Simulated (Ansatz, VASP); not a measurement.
**One calculation of BaZrO3, two programs**

Contents of POSCAR:

```
BaZrO3
1.0
    4.0769625000      0.0000000000      0.0000000000
    0.0000000000      4.0769625000      0.0000000000
    0.0000000000      0.0000000000      4.1815000000
Ba Zr O
1 1 3
Direct
    0.5000000000      0.5000000000      0.5000000000
    0.0000000000      0.0000000000      0.0000000000
    0.5000000000      0.0000000000      0.0000000000
    0.0000000000      0.5000000000      0.0000000000
    0.0000000000      0.0000000000      0.5000000000
```

INCAR.step1

```
SYSTEM = BaZrO3
  PREC = Accurate
  ENCUT = 520
  ISMEAR = 0
  SIGMA = 0.05
  LREAL = .FALSE.
  LASPH = .TRUE.
  NELM = 100
  NBANDS = 28
  GGA = PE
  ALGO = Normal
  EDIFF = 1E-4
  LWAVE = .TRUE.
  LCHARG = .FALSE.
```

The input INCAR.step2:

```
SYSTEM = BaZrO3
  PREC = Accurate
  ENCUT = 520
  EDIFF = 1E-6
  ISMEAR = 0
  SIGMA = 0.05
  LREAL = .FALSE.
  LASPH = .TRUE.
  NELM = 100
  ALGO = Normal
  ISIF = 2
  LWAVE = .FALSE.
  LCHARG = .TRUE.
  METAGGA = R2SCAN
  LMIXTAU = .TRUE.
  LELF = .TRUE.
  LVHAR = .TRUE.
  NBANDS = 28
  ISTART = 1
```

Contents of KPOINTS:

```
Automatic mesh
0
G
  6 6 6
  0 0 0
```

Input for Ansatz:

```yaml
crystal:
  lattice:
    - [4.0769625, 0.0, 0.0]
    - [0.0, 4.0769625, 0.0]
    - [0.0, 0.0, 4.1815]
  atoms:
    - { symbol: Ba, position: [0.5, 0.5, 0.5] }
    - { symbol: Zr, position: [0.0, 0.0, 0.0] }
    - { symbol: O, position: [0.5, 0.0, 0.0] }
    - { symbol: O, position: [0.0, 0.5, 0.0] }
    - { symbol: O, position: [0.0, 0.0, 0.5] }
basis:
  ecutwfc: 500
kpoints:
  mp_grid: { grid: [6, 6, 6] }
hamiltonian:
  xc: r2scan
scf:
  occupations: { method: gaussian, width: 0.05 }
output:
  forces: true
  stress: true
  eigenvalues: true
```

Change from the starting cell: strain -0.0250 x Voigt [1, 1, 0, 0, 0, 0], atoms carried along.

Alike in both runs: task single point; functional r2SCAN; k mesh 6 × 6 × 6; occupations gaussian, width 0.05 eV; no spin polarisation.

```csv
,VASP,Ansatz
version,VASP 6.6.1,Ansatz 0.2.0
potentials or method,"VASP PAW PBE potentials, release 64 (Ba_sv, Zr_sv, O), cutoff 520 eV","scalar-relativistic, plane waves, PAW"
valence electrons in the cell,40,40
```

VASP gave:

* gap on the k mesh at the Fermi level (eV): 3.77
* least direct gap on the mesh (eV): 3.94
* pressure (GPa): 14.3
* traceless stress, the component that is largest in VASP (GPa): -5.19

Which values does Ansatz return?

gap on the k mesh at the Fermi level (eV): 3.83; least direct gap on the mesh (eV): 3.97; pressure (GPa): 13.0; traceless stress, the component that is largest in VASP (GPa): -5.05.

VASP's potentials were made for PBE, not for r2SCAN. The functional is the same, so the differences come from potentials, cutoffs and numerics.

Spin-orbit coupling is off throughout.
